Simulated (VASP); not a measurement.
# Pb6O: single point with PBE

Pb6O, a slab with vacuum:

```xyz
14
Lattice="6.9856 0.0000 0.0000 -3.4928 6.0497 0.0000 0.0000 0.0000 23.8633" Properties=species:S:1:pos:R:3 pbc="T T T"
Pb    1.7464    1.0083    8.0000
Pb    0.0000    4.0332    8.0000
Pb    5.2392    1.0083    8.0000
Pb    3.4928    4.0332    8.0000
Pb    3.4928    2.0166   10.8519
Pb    1.7464    5.0415   10.8519
Pb    0.0000    2.0166   10.8519
Pb   -1.7464    5.0415   10.8519
Pb   -1.7464    3.0249   13.7038
Pb    0.0000    0.0000   13.7038
Pb    1.7464    3.0249   13.7038
Pb    3.4928    0.0000   13.7038
O     2.2735   -0.1128   16.4833
O     3.4928    0.0000   16.3238
```

```yaml
Program: VASP 6.6.1
Task: single point
Functional: PBE
Potentials_or_basis: VASP PAW PBE potentials, release 64 (Pb_d, O)
Cutoff: 520 eV
k_mesh: 5 × 5 × 1
Occupations: fermi-dirac, width 0.05 eV
Spin: no spin polarisation
```

- Largest force: 3.676 eV/Å
- Band gap on the k mesh: 0.01 eV (least direct gap 0.05 eV)

Forces in eV/Å, atoms in the order of the input:
```
Pb   0.032 -0.060  0.108
Pb   0.003  0.064  0.108
Pb  -0.058 -0.016  0.080
Pb   0.044  0.019  0.141
Pb   0.027  0.049 -0.094
Pb  -0.050 -0.027 -0.113
Pb   0.053  0.009  0.003
Pb  -0.081 -0.049 -0.166
Pb  -0.003 -0.014 -0.036
Pb   0.115  0.013  0.072
Pb  -0.047  0.015 -0.075
Pb   0.203  0.022  0.341
O   -3.609 -0.306  0.629
O    3.371  0.280 -0.999
```

Levels at points of the mesh, in eV from the valence-band top:
| k point | band 87 | band 88 | band 89 | band 90 | band 91 | band 92 | band 93 | band 94 |
| --- | --- | --- | --- | --- | --- | --- | --- | --- |
| (0.00, 0.00, 0.00) | -2.46 | -0.28 | -0.17 | -0.02 | 1.21 | 1.23 | 1.24 | 1.33 |

It took 37 min on 4 MPI ranks on Oxide Virtual Turin-like Processor (shared host), peak memory 1.6 GiB a rank.

Caveat: the standard files for N, O and F lose accuracy on very short bonds; the smearing spreads over this small gap; spin-orbit coupling is left out, which moves the levels of the heavy elements.
